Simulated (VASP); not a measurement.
Runs of VASP 6.6.1 on HfN. The structure is that of space group P6_3/mmc (No. 194), or close to it. The cells are those of the table. 

```tsv
task	cell	cutoff (eV)	gap on the mesh (eV)	pressure (GPa)
relaxation of cell and atoms	relaxed to 30 GPa from a = 3.134, b = 3.134, c = 5.417 Å, angles 90.0, 90.0, 120.0°, 4 atoms	600	none	30.0
single point	a = 3.032, b = 3.032, c = 5.248 Å, angles 90.0, 90.0, 120.0°, 4 atoms	520	none	(b)
single point	a = 3.060, b = 3.060, c = 5.292 Å, angles 90.0, 90.0, 120.0°, 4 atoms	520	none	17.9
relaxation of cell and atoms	relaxed to 20 GPa from a = 3.134, b = 3.134, c = 5.417 Å, angles 90.0, 90.0, 120.0°, 4 atoms	600	none	20.1
relaxation of cell and atoms	relaxed to 10 GPa from a = 3.134, b = 3.134, c = 5.417 Å, angles 90.0, 90.0, 120.0°, 4 atoms	600	none	9.9
relaxation of cell and atoms	relaxed from a = 3.134, b = 3.134, c = 5.417 Å, angles 90.0, 90.0, 120.0°, 4 atoms	600	none	0.0
single point	a = 3.091, b = 3.091, c = 5.342 Å, angles 90.0, 90.0, 120.0°, 4 atoms	520	none	7.9
relaxation of cell and atoms	relaxed to 40 GPa from a = 3.134, b = 3.134, c = 5.417 Å, angles 90.0, 90.0, 120.0°, 4 atoms	600	none	40.0
single point	a = 3.007, b = 3.007, c = 5.208 Å, angles 90.0, 90.0, 120.0°, 4 atoms	520	none	(a)
single point	a = 3.127, b = 3.127, c = 5.400 Å, angles 90.0, 90.0, 120.0°, 4 atoms	520	none	-2.1
```

Alike in all rows: level PBEsol; potentials or basis VASP PAW PBE potentials, release 64 (Hf_pv, N); no spin polarisation; k mesh 8 × 8 × 4; smearing gaussian 0.1 eV.

Question: Fill in the values left out.

Answer: (a) 38.0; (b) 27.9.

Caveats: the PAW data sets were made with another functional, which shifts forces and pressure a little; spin-orbit coupling is left out, which moves the levels of the heavy elements; the cell is relaxed towards a set pressure, so the enthalpy falls and the energy may rise (some runs).

A k mesh can miss the band edges, and the runs leave out spin-orbit coupling on Hf.

A gap of «none» marks levels without a gap at the run's occupations.
